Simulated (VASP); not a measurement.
# C: single point with r2SCAN

Crystal: C.

```
CELL_PARAMETERS angstrom
0.00000 2.12700 3.34800
1.22800 0.00000 3.34800
1.22800 2.12700 0.00000
ATOMIC_POSITIONS crystal
C 0.00405 0.81674 0.52875
C 0.83333 0.16667 0.83333
```

This cell differs from its parent crystal: atom 1 (C) moved by (+0.600, -0.600) A along [1 1 0] and z.

```
Program                : VASP 6.6.1
Task                   : single point
Functional             : r2SCAN
Potentials or basis    : VASP PAW PBE potentials, release 64 (C)
Cutoff                 : 520 eV
k mesh                 : 14 × 14 × 14
Occupations            : gaussian, width 0.05 eV
Spin                   : no spin polarisation
Dipole correction      : no
Further INCAR settings : ALGO = Normal; EDIFF = 1e-07; NBANDS = 11
```

```json
{
 "Pressure": "114.3 GPa",
 "Largest force": "37.831 eV/Å",
 "Band gap on the k mesh": "zero (bands 4 and 5 overlap by 2.69 eV)"
}
```

Forces on the atoms (eV/Å):
```
C   -32.833 -10.938 -15.281
C    32.833  10.938  15.281
```

Stress tensor (GPa, compression positive):
```
194.49  61.79 180.06
 61.79  73.11  61.81
180.06  61.81  75.45
```

Levels at points of the mesh, in eV from the Fermi level:
```csv
k point,band 1,band 2,band 3,band 4,band 5,band 6,band 7,band 8,band 9
"(0.00, 0.00, 0.00)",-20.13,-5.70,-5.17,0.94,2.29,6.05,8.55,17.74,22.52
"(0.50, 0.00, 0.00)",-16.45,-10.63,-2.65,-2.32,0.49,2.71,13.69,14.13,18.52
"(0.50, 0.50, 0.50)",-16.51,-11.02,-3.44,-2.99,0.85,8.07,11.53,16.14,17.97
"(0.00, 0.00, 0.50)",-16.48,-11.04,-3.08,-1.88,-1.71,9.57,12.84,14.93,17.50
"(0.00, 0.50, 0.00)",-16.46,-10.60,-3.77,-1.24,0.56,4.01,9.21,17.31,19.82
"(0.50, 0.50, 0.00)",-19.82,-8.63,-4.27,0.99,5.48,7.51,8.87,14.86,22.43
"(0.50, 0.00, 0.50)",-16.44,-10.14,-4.20,-2.59,2.99,4.25,8.93,13.30,19.04
"(0.00, 0.50, 0.50)",-16.28,-9.82,-4.52,-3.72,2.54,3.34,9.61,18.94,19.70
```

Run time: 8.8 min on 1 thread of Intel(R) Xeon(R) 6975P-C (Granite Rapids), on a shared host, peak memory 0.32 GiB.

Caveat: the cell differs from its parent crystal (atom 1 (C) moved by (+0.600, -0.600) A along [1 1 0] and z); atoms lie so close that the PAW spheres overlap strongly, which falsifies energies and pressures; the stress differs along the axes, from 73 to 194 GPa; the PAW data sets were made with another functional, which shifts forces and pressure a little.
